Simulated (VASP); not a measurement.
# TaN (P-6m2) in VASP: a series of runs, part 2 of 3

VASP 6.6.1.

### Step 3. Electric field gradients, PBE (zz strain of +2 %)

Contents of INCAR:

```
SYSTEM = TaN
ALGO = Normal
EDIFF = 1E-8
ENCUT = 520
GGA = PE
GGA_COMPAT = .FALSE.
ISIF = 2
ISMEAR = -1
LASPH = .TRUE.
LCHARG = .FALSE.
LEFG = .TRUE.
LREAL = .FALSE.
LWAVE = .FALSE.
NBANDS = 16
NELM = 120
PREC = Accurate
SIGMA = 0.02
```

Contents of KPOINTS:

```
k-points
0
G
  12 12 10
  0 0 0
```

Contents of POSCAR:

```
TaN
1.0
    2.9379988584      0.0000000000      0.0000000000
   -1.4689994292      2.5443816477      0.0000000000
    0.0000000000      0.0000000000      2.9406600000
Ta N
1 1
Direct
    0.3333333333      0.6666666667      0.5000000000
    0.0000000000      0.0000000000      0.0000000000
```

Potentials or basis: VASP PAW PBE potentials, release 64 (Ta_sv_GW, N).

Started as:

```bash
$ cat potpaw_PBE.64/Ta_sv_GW/POTCAR potpaw_PBE.64/N/POTCAR > POTCAR
$ mpirun -np 1 vasp_std > vasp.out
```

OUTCAR:

```text
SYSTEM = TaN
   EDIFF = 1E-8
   ENCUT = 520
   GGA = PE
   ISIF = 2
   ISMEAR = -1
   LASPH = .TRUE.
   LREAL = .FALSE.
   NELM = 120
   PREC = Accurate

 ion  position               nearest neighbor table
   1  0.333  0.667  0.500-   2 2.24   2 2.24   2 2.24   2 2.24   2 2.24   2 2.24
   2  0.000  0.000  0.000-   1 2.24   1 2.24   1 2.24   1 2.24   1 2.24   1 2.24

  LATTYP: Found a hexagonal cell.
 ALAT       =     2.9379988584
 C/A-ratio  =     1.0009057667

  Lattice vectors:

 A1 = (   2.9379988584,   0.0000000000,   0.0000000000)
 A2 = (  -1.4689994292,   2.5443816477,   0.0000000000)
 A3 = (   0.0000000000,   0.0000000000,   2.9406600000)

Analysis of symmetry for initial positions (statically):
=====================================================================
 Subroutine PRICEL returns:
 Original cell was already a primitive cell.

 Routine SETGRP: Setting up the symmetry group for a
 hexagonal supercell.

 Subroutine GETGRP returns: Found 12 space group operations
 (whereof 12 operations were pure point group operations)
 out of a pool of 24 trial point group operations.

The static configuration has the point symmetry D_3h.

Analysis of symmetry for dynamics (positions and initial velocities):
=====================================================================
 Subroutine PRICEL returns:
 Original cell was already a primitive cell.

 Routine SETGRP: Setting up the symmetry group for a
 hexagonal supercell.

 Subroutine GETGRP returns: Found 12 space group operations
 (whereof 12 operations were pure point group operations)
 out of a pool of 24 trial point group operations.

The dynamic configuration has the point symmetry D_3h.

 Subroutine INISYM returns: Found 12 space group operations
 (whereof 12 operations are pure point group operations),
 and found     1 'primitive' translations

----------------------------------------------------------------------------------------

                                     Primitive cell

  volume of cell :      21.9826

  direct lattice vectors                    reciprocal lattice vectors
     2.937998858  0.000000000  0.000000000     0.340367729  0.196511400  0.000000000
    -1.468999429  2.544381648  0.000000000     0.000000000  0.393022800  0.000000000
     0.000000000  0.000000000  2.940660000     0.000000000  0.000000000  0.340059714

  length of vectors
     2.937998858  2.937998858  2.940660000     0.393022800  0.393022800  0.340059714

  position of ions in fractional coordinates (direct lattice)
     0.333333333  0.666666667  0.500000000
     0.000000000  0.000000000  0.000000000

  ion indices of the primitive-cell ions
   primitive index   ion index
                 1           1
                 2           2

----------------------------------------------------------------------------------------

 KPOINTS: k-points

Automatic generation of k-mesh.
 Grid dimensions read from file:
[... 72 lines left out ...]
   ISYM   =      2    0-nonsym 1-usesym 2-fastsym
   POTIM  = 0.5000    time-step for ionic-motion
   TEBEG  =    0.0;   TEEND  =   0.0 temperature during run
   PSTRESS=    0.0 pullay stress
   NELECT =      18.0000    total number of electrons
   NUPDOWN=      -1.0000    fix difference up-down
   EMIN   =  10.00;   EMAX   =-10.00  energy-range for DOS
   EFERMI =   0.00;   METHOD = LEGACY
   ISMEAR =    -1;   SIGMA  =   0.02  broadening in eV -4-tet -1-fermi 0-gaus
   EFERMI_NEDOS =   21; number of points for ismear=-14 and -15
   IALGO  =     38    algorithm
   IMIX   =      4    mixing-type and parameters
     AMIX     =   0.40;   BMIX     =  1.00
     AMIX_MAG =   1.60;   BMIX_MAG =  1.00
  volume/ion in A,a.u.               =      10.99        74.17
  Fermi-wavevector in a.u.,A,eV,Ry     =   1.531579  2.894265 31.915657  2.345735
  Thomas-Fermi vector in A             =   2.638904
   LORBIT       =      0    0 simple, 1 ext, 2 COOP (PROOUT), +10 PAW based schemes
   GGA     = PE    functional components
   LHFCALC =     F    Hartree Fock is set to
   AEXX    =    0.0000 exact exchange contribution
   IVDW    =     0    specifies the selected vdW correction
   LEPSILON=     F    determine dielectric tensor
   LRPA    =     F    only Hartree local field effects (RPA)
 non-spin polarized calculation
  energy-cutoff  :      520.00
  volume of cell :       21.98
 maximum number of plane-waves:       617
 NGX is ok and might be reduce to    24
   NGX = 11   NGY = 11   NGZ = 11

 number of electron      18.0000002 magnetization

 Free energy of the ion-electron system (eV)
  ---------------------------------------------------
  ext. energy  EPLUGINS =         0.00000000
  ---------------------------------------------------
  free energy    TOTEN  =       -24.95121142 eV

  energy without entropy =      -24.95111519  energy(sigma->0) =      -24.95116331

 E-fermi :  12.2662     XC(G=0): -13.5714

 val. band max:       12.1665527371   @ k =   0.0000   0.0000   0.4000
 cond. band min:      12.3024561666   @ k =   0.0833  -0.0000   0.5000
 fundamental gap:      0.1359034296
 Fermi energy:        12.2662269164

 k-point     1 :       0.0000    0.0000    0.0000
  band No.  band energies     occupation
      1     -56.4585      2.00000
      2     -22.7790      2.00000
      3     -22.4599      2.00000
      4     -22.4599      2.00000
      5      -5.4269      2.00000
      6       7.8398      2.00000
[... 433 lines left out ...]
      3     -22.7417      2.00000
      4     -22.6246      2.00000
      5      -3.7393      2.00000
      6       4.7799      2.00000
[... 8 lines left out ...]
     15      25.1402      0.00000
     16      28.0065      0.00000

 [... further k-points ...]

------------------------ aborting loop because EDIFF is reached ----------------------------------------

  FORCE on cell =-STRESS in cart. coord.  units (eV):
  Direction    XX          YY          ZZ          XY          YZ          ZX
  --------------------------------------------------------------------------------------
  -------------------------------------------------------------------------------------
  Total        0.1438898      0.1438898     -1.4654995      0.0000000     -0.0000000      0.0000000
  in kB       10.4872597     10.4872597   -106.8113925      0.0000000     -0.0000000      0.0000000
  external PRESSURE =     -28.6122910 kB  Pullay stress =       0.0000000 kB

 VOLUME and BASIS-vectors are now :
 -----------------------------------------------------------------------------
  energy-cutoff  :      520.00
  volume of cell :       21.98
      direct lattice vectors                 reciprocal lattice vectors
     2.937998858  0.000000000  0.000000000     0.340367729  0.196511400  0.000000000
    -1.468999429  2.544381648  0.000000000     0.000000000  0.393022800  0.000000000
     0.000000000  0.000000000  2.940660000     0.000000000  0.000000000  0.340059714

 POSITION                                       TOTAL-FORCE (eV/Angst)
 -----------------------------------------------------------------------------------
     -0.00000      1.69625      1.47033        -0.000000      0.000000      0.000000
      0.00000      0.00000      0.00000         0.000000      0.000000      0.000000
 -----------------------------------------------------------------------------------
    total drift:                                0.000000     -0.000000     -0.000000

  FREE ENERGIE OF THE ION-ELECTRON SYSTEM (eV)
  ---------------------------------------------------
  free  energy   TOTEN  =       -24.9512114237 eV

  energy  without entropy=      -24.9511151927  energy(sigma->0) =      -24.95116331

 Electric field gradients (V/A^2)
---------------------------------------------------------------------
 ion       V_xx      V_yy      V_zz      V_xy      V_xz      V_yz
---------------------------------------------------------------------
   1     -24.849   -24.849    49.698     0.000     0.000    -0.000
   2      -2.202    -2.201     4.404     0.001    -0.000    -0.000
---------------------------------------------------------------------

 Electric field gradients after diagonalization (V/A^2)
 (convention: |V_zz| > |V_xx| > |V_yy|)
----------------------------------------------------------------------
 ion       V_xx      V_yy      V_zz     asymmetry (V_yy - V_xx)/ V_zz
----------------------------------------------------------------------
   1     -24.849   -24.849    49.698       0.000
   2      -2.203    -2.201     4.404       0.001
----------------------------------------------------------------------

           NMR quadrupolar parameters

 Cq : quadrupolar parameter    Cq=e*Q*V_zz/h
 eta: asymmetry parameters     (V_yy - V_xx)/ V_zz
 Q  : nuclear electric quadrupole moment in mb (millibarn)
----------------------------------------------------------------------
 ion       Cq(MHz)       eta       Q (mb)
----------------------------------------------------------------------
   1       0.120       0.000       1.000
   2       0.011       0.001       1.000
----------------------------------------------------------------------
```

Wall time 21 s (1 thread of Intel Xeon 6975P-C (Granite Rapids), shared host); peak memory 0.17 GiB.

Results:

| Item | Value |
| --- | --- |
| Free energy | -24.9512 eV |
| Pressure | -2.9 GPa |
| Band gap on the k mesh | zero (bands 9 and 10 overlap by 0.35 eV) |
| Largest electric field gradient by atom | Ta +49.7; N +4.4 V/Å² |

Stress tensor (GPa, compression positive):
```
  1.05   0.00   0.00
  0.00   1.05   0.00
  0.00   0.00 -10.68
```

Electric field gradients, principal values (V/Å²):
```
atom    least   middle  greatest (by size)
1 Ta  -24.849  -24.849              49.698
 2 N   -2.201   -2.203               4.404
```

Caveat: the cell differs from its parent crystal (zz strain of +2 %); the stress differs along the axes, from -11 to 1 GPa; without QUAD_EFG the Cq values of the log hold for a quadrupole moment of 1 mb, not for the nuclei; spin-orbit coupling is left out, which moves the levels of the heavy elements.

(Continued in part 3 of 3.)

The gap in the log of VASP goes by the Fermi energy; the results here count the filled bands.